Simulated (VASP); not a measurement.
# BaTiO3 (P4/mmm) in VASP: notebook

BaTiO3 is run at these levels: PBE; tasks: single point.

Everything below comes from runs of VASP 6.6.1. Logs are shortened: lines on timing, memory, paths and dates and some standing lists are left out, and cuts for length are marked.

### 1 The cell of the first run

Symmetry: P4/mmm, No. 123, tetragonal system. Conventional cell: a = 4.006 Å, b = 4.006 Å, c = 4.086 Å, α = 90.00°, β = 90.00°, γ = 90.00°. Ba (site symmetry 4/mmm) has 12 O at 2.83 to 2.86 Å and 8 Ti at 3.49 Å within 3.7 Å. Ti (site symmetry 4/mmm) has 6 O at 2.00 to 2.04 Å within 2.7 Å. O (site symmetry mmm) has 2 Ti at 2.00 Å within 2.7 Å. O (site symmetry 4/mmm) has 2 Ti at 2.04 Å within 2.7 Å.

### 2 Single point, PBE (z stretched by +2 %, then relaxed in part)

File INCAR:

```
SYSTEM = BaTiO3
ALGO = Normal
EDIFF = 1E-6
ENCUT = 910
GGA = PE
GGA_COMPAT = .FALSE.
ISIF = 2
ISMEAR = -1
LASPH = .TRUE.
LCHARG = .FALSE.
LREAL = .FALSE.
LWAVE = .FALSE.
NBANDS = 28
NELM = 120
PREC = Accurate
SIGMA = 0.02
```

File KPOINTS:

```
k-points
0
G
  8 8 8
  0 0 0
```

File POSCAR:

```
BaTiO3
1.0
    4.0060000000      0.0000000000      0.0000000000
    0.0000000000      4.0060000000      0.0000000000
    0.0000000000      0.0000000000      4.0861200000
Ba Ti O
1 1 3
Direct
    0.5000000000      0.5000000000      0.5000000000
    0.0000000000      0.0000000000      0.0000000000
    0.5000000000      0.0000000000      0.0000000000
    0.0000000000      0.5000000000      0.0000000000
    0.0000000000      0.0000000000      0.5000000000
```

Potentials or basis: VASP PAW PBE potentials, release 64 (Ba_sv, Ti_sv, O_h).

Command:

```console
cat potpaw_PBE.64/Ba_sv/POTCAR potpaw_PBE.64/Ti_sv/POTCAR potpaw_PBE.64/O_h/POTCAR > POTCAR
mpirun -np 1 vasp_std > vasp.out
```

OUTCAR:

```text
SYSTEM = BaTiO3
   EDIFF = 1E-6
   ENCUT = 910
   GGA = PE
   ISIF = 2
   ISMEAR = -1
   LASPH = .TRUE.
   LREAL = .FALSE.
   NELM = 120
   PREC = Accurate

 ion  position               nearest neighbor table
   1  0.500  0.500  0.500-   5 2.83   5 2.83   5 2.83   5 2.83   4 2.86   3 2.86   4 2.86   3 2.86
                             4 2.86   3 2.86   4 2.86   3 2.86   2 3.49   2 3.49   2 3.49   2 3.49
   2  0.000  0.000  0.000-   3 2.00   4 2.00   4 2.00   3 2.00   5 2.04   5 2.04   1 3.49   1 3.49
                             1 3.49   1 3.49   1 3.49   1 3.49   1 3.49   1 3.49
   3  0.500  0.000  0.000-   2 2.00   2 2.00   1 2.86   1 2.86   1 2.86   1 2.86
   4  0.000  0.500  0.000-   2 2.00   2 2.00   1 2.86   1 2.86   1 2.86   1 2.86
   5  0.000  0.000  0.500-   2 2.04   2 2.04   1 2.83   1 2.83   1 2.83   1 2.83

  LATTYP: Found a simple tetragonal cell.
 ALAT       =     4.0060000000
 C/A-ratio  =     1.0200000000

  Lattice vectors:

 A1 = (   4.0060000000,   0.0000000000,   0.0000000000)
 A2 = (   0.0000000000,   4.0060000000,   0.0000000000)
 A3 = (   0.0000000000,   0.0000000000,   4.0861200000)

Analysis of symmetry for initial positions (statically):
=====================================================================
 Subroutine PRICEL returns:
 Original cell was already a primitive cell.

 Routine SETGRP: Setting up the symmetry group for a
 simple tetragonal supercell.

 Subroutine GETGRP returns: Found 16 space group operations
 (whereof 16 operations were pure point group operations)
 out of a pool of 16 trial point group operations.

The static configuration has the point symmetry D_4h.

Analysis of symmetry for dynamics (positions and initial velocities):
=====================================================================
 Subroutine PRICEL returns:
 Original cell was already a primitive cell.

 Routine SETGRP: Setting up the symmetry group for a
 simple tetragonal supercell.

 Subroutine GETGRP returns: Found 16 space group operations
 (whereof 16 operations were pure point group operations)
 out of a pool of 16 trial point group operations.

The dynamic configuration has the point symmetry D_4h.

 Subroutine INISYM returns: Found 16 space group operations
 (whereof 16 operations are pure point group operations),
 and found     1 'primitive' translations

----------------------------------------------------------------------------------------

                                     Primitive cell

  volume of cell :      65.5742

  direct lattice vectors                    reciprocal lattice vectors
     4.006000000  0.000000000  0.000000000     0.249625562  0.000000000  0.000000000
     0.000000000  4.006000000  0.000000000     0.000000000  0.249625562  0.000000000
     0.000000000  0.000000000  4.086120000     0.000000000  0.000000000  0.244730943

  length of vectors
     4.006000000  4.006000000  4.086120000     0.249625562  0.249625562  0.244730943

  position of ions in fractional coordinates (direct lattice)
     0.500000000  0.500000000  0.500000000
     0.000000000  0.000000000  0.000000000
     0.500000000  0.000000000  0.000000000
     0.000000000  0.500000000  0.000000000
     0.000000000  0.000000000  0.500000000

  ion indices of the primitive-cell ions
   primitive index   ion index
                 1           1
                 2           2
                 3           3
                 4           4
                 5           5

----------------------------------------------------------------------------------------

 KPOINTS: k-points

Automatic generation of k-mesh.
 Grid dimensions read from file:
 generate k-points for:    8    8    8

 Generating k-lattice:

  Cartesian coordinates                     Fractional coordinates (reciprocal lattice)
     0.031203195  0.000000000  0.000000000     0.125000000  0.000000000  0.000000000
     0.000000000  0.031203195  0.000000000     0.000000000  0.125000000  0.000000000
     0.000000000  0.000000000  0.030591368     0.000000000  0.000000000  0.125000000

  Length of vectors
     0.031203195  0.031203195  0.030591368

  Shift w.r.t. Gamma in fractional coordinates (k-lattice)
     0.000000000  0.000000000  0.000000000

 Subroutine IBZKPT returns following result:
 ===========================================

 Found     75 irreducible k-points:

 Following reciprocal coordinates:
            Coordinates               Weight
  0.000000  0.000000  0.000000      1.000000
  0.125000  0.000000  0.000000      4.000000
  0.250000  0.000000  0.000000      4.000000
  0.375000  0.000000  0.000000      4.000000
  0.500000  0.000000  0.000000      2.000000
  0.125000  0.125000  0.000000      4.000000
[... 16 lines left out ...]
  0.375000  0.125000  0.125000     16.000000
  0.500000  0.125000  0.125000      8.000000
 [... further k-points ...]
   k-points           NKPTS =     75   k-points in BZ     NKDIM =     75   number of bands    NBANDS=     28
   number of dos      NEDOS =    301   number of ions     NIONS =      5
   total plane-waves  NPLWV =  64000
   dimension x,y,z NGX =    40 NGY =   40 NGZ =   40
   dimension x,y,z NGXF=    80 NGYF=   80 NGZF=   80
   ions per type =               1   1   3
   NGX,Y,Z   is equivalent  to a cutoff of  16.60, 16.60, 16.27 a.u.
   NGXF,Y,Z  is equivalent  to a cutoff of  33.20, 33.20, 32.55 a.u.
 SYSTEM =  BaTiO3
   PREC   = accura    normal or accurate (medium, high low for compatibility)
   ISTART =      0    job   : 0-new  1-cont  2-samecut
   ICHARG =      2    charge: 1-file 2-atom 10-const
   ISPIN  =      1    spin polarized calculation?
   LNONCOLLINEAR =      F non collinear calculations
   LSORBIT =      F    spin-orbit coupling
   LASPH  =      T    aspherical Exc in radial PAW
   ENCUT  =  910.0 eV  66.88 Ry    8.18 a.u.   9.85  9.85 10.05*2*pi/ulx,y,z
   NELM   =    120;   NELMIN=  2; NELMDL= -5     # of ELM steps
   EDIFF  = 0.1E-05   stopping-criterion for ELM
   LREAL  =      F    real-space projection
   EDIFFG = 0.1E-04   stopping-criterion for IOM
   NSW    =      0    number of steps for IOM
   IBRION =     -1    ionic relax: 0-MD 1-quasi-New 2-CG
   NFREE  =      0    steps in history (QN), initial steepest desc. (CG)
   ISIF   =      2    stress and relaxation
   ISYM   =      2    0-nonsym 1-usesym 2-fastsym
   POTIM  = 0.5000    time-step for ionic-motion
   TEBEG  =    0.0;   TEEND  =   0.0 temperature during run
   PSTRESS=    0.0 pullay stress
   NELECT =      40.0000    total number of electrons
   NUPDOWN=      -1.0000    fix difference up-down
   EMIN   =  10.00;   EMAX   =-10.00  energy-range for DOS
   EFERMI =   0.00;   METHOD = LEGACY
   ISMEAR =    -1;   SIGMA  =   0.02  broadening in eV -4-tet -1-fermi 0-gaus
   EFERMI_NEDOS =   21; number of points for ismear=-14 and -15
   IALGO  =     38    algorithm
   IMIX   =      4    mixing-type and parameters
     AMIX     =   0.40;   BMIX     =  1.00
     AMIX_MAG =   1.60;   BMIX_MAG =  1.00
  volume/ion in A,a.u.               =      13.11        88.50
  Fermi-wavevector in a.u.,A,eV,Ry     =   1.388408  2.623711 26.227641  1.927677
  Thomas-Fermi vector in A             =   2.512537
   LORBIT       =      0    0 simple, 1 ext, 2 COOP (PROOUT), +10 PAW based schemes
   GGA     = PE    functional components
   LHFCALC =     F    Hartree Fock is set to
   AEXX    =    0.0000 exact exchange contribution
   IVDW    =     0    specifies the selected vdW correction
   LEPSILON=     F    determine dielectric tensor
   LRPA    =     F    only Hartree local field effects (RPA)
 non-spin polarized calculation
  energy-cutoff  :      910.00
  volume of cell :       65.57
 maximum number of plane-waves:      4116
 NGX is ok and might be reduce to    40
   NGX = 19   NGY = 19   NGZ = 21

 number of electron      40.0000005 magnetization

 Free energy of the ion-electron system (eV)
  ---------------------------------------------------
  ext. energy  EPLUGINS =         0.00000000
  ---------------------------------------------------
  free energy    TOTEN  =       -40.00019427 eV

  energy without entropy =      -40.00019427  energy(sigma->0) =      -40.00019427

 E-fermi :   4.6080     XC(G=0): -11.1456

 val. band max:        4.0374709103   @ k =   0.5000   0.5000   0.5000
 cond. band min:       5.7035652560   @ k =   0.0000   0.0000   0.0000
 fundamental gap:      1.6660943457
 Fermi energy:         4.6080147548

 k-point     1 :       0.0000    0.0000    0.0000
  band No.  band energies     occupation
      1     -52.7176      2.00000
      2     -28.9182      2.00000
      3     -28.9182      2.00000
      4     -28.9145      2.00000
      5     -20.8522      2.00000
      6     -12.8384      2.00000
[... 20 lines left out ...]
     27       9.1401      0.00000
     28      11.1616      0.00000

 k-point     2 :       0.1250    0.0000    0.0000
  band No.  band energies     occupation
      1     -52.7174      2.00000
      2     -28.9256      2.00000
      3     -28.9179      2.00000
      4     -28.9142      2.00000
      5     -20.8363      2.00000
      6     -12.8333      2.00000
[... 20 lines left out ...]
     27       9.4366      0.00000
     28      11.5403      0.00000

 k-point     3 :       0.2500    0.0000    0.0000
  band No.  band energies     occupation
      1     -52.7171      2.00000
      2     -28.9435      2.00000
      3     -28.9172      2.00000
      4     -28.9135      2.00000
      5     -20.7976      2.00000
      6     -12.8691      2.00000
[... 20 lines left out ...]
     27      10.1829      0.00000
     28      12.2488      0.00000

 k-point     4 :       0.3750    0.0000    0.0000
  band No.  band energies     occupation
      1     -52.7168      2.00000
      2     -28.9612      2.00000
      3     -28.9166      2.00000
      4     -28.9128      2.00000
      5     -20.7581      2.00000
      6     -12.9533      2.00000
[... 20 lines left out ...]
     27      11.0884      0.00000
     28      12.1366      0.00000

 k-point     5 :       0.5000    0.0000    0.0000
  band No.  band energies     occupation
      1     -52.7166      2.00000
      2     -28.9686      2.00000
      3     -28.9163      2.00000
      4     -28.9125      2.00000
      5     -20.7415      2.00000
      6     -12.9962      2.00000
[... 20 lines left out ...]
     27      11.5362      0.00000
     28      12.0892      0.00000

 k-point     6 :       0.1250    0.1250    0.0000
  band No.  band energies     occupation
      1     -52.7173      2.00000
      2     -28.9255      2.00000
      3     -28.9251      2.00000
      4     -28.9139      2.00000
      5     -20.8212      2.00000
      6     -12.8162      2.00000
[... 463 lines left out ...]
      5     -20.8087      2.00000
      6     -12.8139      2.00000
[... 20 lines left out ...]
     27       9.9422      0.00000
     28      11.8364      0.00000

 k-point    22 :       0.2500    0.1250    0.1250
  band No.  band energies     occupation
      1     -52.7169      2.00000
      2     -28.9428      2.00000
      3     -28.9244      2.00000
      4     -28.9189      2.00000
      5     -20.7734      2.00000
      6     -12.7939      2.00000
[... 20 lines left out ...]
     27      10.6088      0.00000
     28      12.1933      0.00000

 k-point    23 :       0.3750    0.1250    0.1250
  band No.  band energies     occupation
      1     -52.7165      2.00000
      2     -28.9605      2.00000
      3     -28.9236      2.00000
      4     -28.9181      2.00000
      5     -20.7375      2.00000
      6     -12.8318      2.00000
[... 20 lines left out ...]
     27      11.4769      0.00000
     28      12.5330      0.00000

 k-point    24 :       0.5000    0.1250    0.1250
  band No.  band energies     occupation
      1     -52.7164      2.00000
      2     -28.9678      2.00000
      3     -28.9233      2.00000
      4     -28.9178      2.00000
      5     -20.7224      2.00000
      6     -12.8595      2.00000
[... 20 lines left out ...]
     27      11.8372      0.00000
     28      12.6579      0.00000

 [... further k-points ...]

------------------------ aborting loop because EDIFF is reached ----------------------------------------

  FORCE on cell =-STRESS in cart. coord.  units (eV):
  Direction    XX          YY          ZZ          XY          YZ          ZX
  --------------------------------------------------------------------------------------
  -------------------------------------------------------------------------------------
  Total        0.4148215      0.4148215     -0.9937198      0.0000000      0.0000000      0.0000000
  in kB       10.1353526     10.1353526    -24.2795990      0.0000000      0.0000000      0.0000000
  external PRESSURE =      -1.3362979 kB  Pullay stress =       0.0000000 kB

 VOLUME and BASIS-vectors are now :
 -----------------------------------------------------------------------------
  energy-cutoff  :      910.00
  volume of cell :       65.57
      direct lattice vectors                 reciprocal lattice vectors
     4.006000000  0.000000000  0.000000000     0.249625562  0.000000000  0.000000000
     0.000000000  4.006000000  0.000000000     0.000000000  0.249625562  0.000000000
     0.000000000  0.000000000  4.086120000     0.000000000  0.000000000  0.244730943

 POSITION                                       TOTAL-FORCE (eV/Angst)
 -----------------------------------------------------------------------------------
      2.00300      2.00300      2.04306         0.000000      0.000000      0.000000
      0.00000      0.00000      0.00000         0.000000      0.000000      0.000000
      2.00300      0.00000      0.00000         0.000000      0.000000      0.000000
      0.00000      2.00300      0.00000         0.000000      0.000000      0.000000
      0.00000      0.00000      2.04306         0.000000      0.000000      0.000000
 -----------------------------------------------------------------------------------
    total drift:                                0.000000      0.000000     -0.000000

  FREE ENERGIE OF THE ION-ELECTRON SYSTEM (eV)
  ---------------------------------------------------
  free  energy   TOTEN  =       -40.0001942716 eV

  energy  without entropy=      -40.0001942716  energy(sigma->0) =      -40.00019427
```

Run time: 3.8 min. Hardware: 1 thread of Intel Xeon Platinum 8375C at 2.90GHz (Ice Lake), shared host; peak memory 0.46 GiB.

What came out:

| Property | Result |
| --- | --- |
| Free energy | -40.0002 eV |
| Pressure | -0.1 GPa |
| Band gap on the k mesh | 1.67 eV (least direct gap 1.85 eV) |

Caveat: the cell differs from its parent crystal (z stretched by +2 %, then relaxed in part); the cutoff is under 1.25 times the usual one of these potentials, so pressure, stress and relaxed cells hold a basis-set (Pulay) error; spin-orbit coupling is left out, which moves the levels of the heavy elements.

(Continued in part 2 of 2.)
